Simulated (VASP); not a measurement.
B, 3 atoms in the cell. The typed cell holds 3 atoms: a = 2.168 Å, b = 2.227 Å, c = 5.417 Å, α = 95.86°, β = 96.63°, γ = 115.57°. 

- Program: VASP 6.6.1
- Task: single point
- Functional: PBE
- Potentials or basis: VASP PAW PBE potentials, release 64 (B)
- Cutoff: 520 eV
- k mesh: 8 × 8 × 4
- Occupations: gaussian, width 0.1 eV
- Spin: no spin polarisation
- Dipole correction: no
- Further INCAR settings: ALGO = Normal; EDIFF = 1e-07; NBANDS = 12

Potentials or basis: VASP PAW PBE potentials, release 64 (B).

Command:

```sh
$ cat potpaw_PBE.64/B/POTCAR > POTCAR
$ mpirun -np 1 vasp_std > vasp.out
```

Hardware: 1 thread of Intel(R) Xeon(R) 6975P-C (Granite Rapids), with other jobs on the host.

**Question.** Estimate the wall time of this run.

**Answer.** Wall time 7.6 s on 1 thread of Intel(R) Xeon(R) 6975P-C (Granite Rapids), on a shared host, peak memory 0.14 GiB. Counts: scf iterations 12, k points 132.
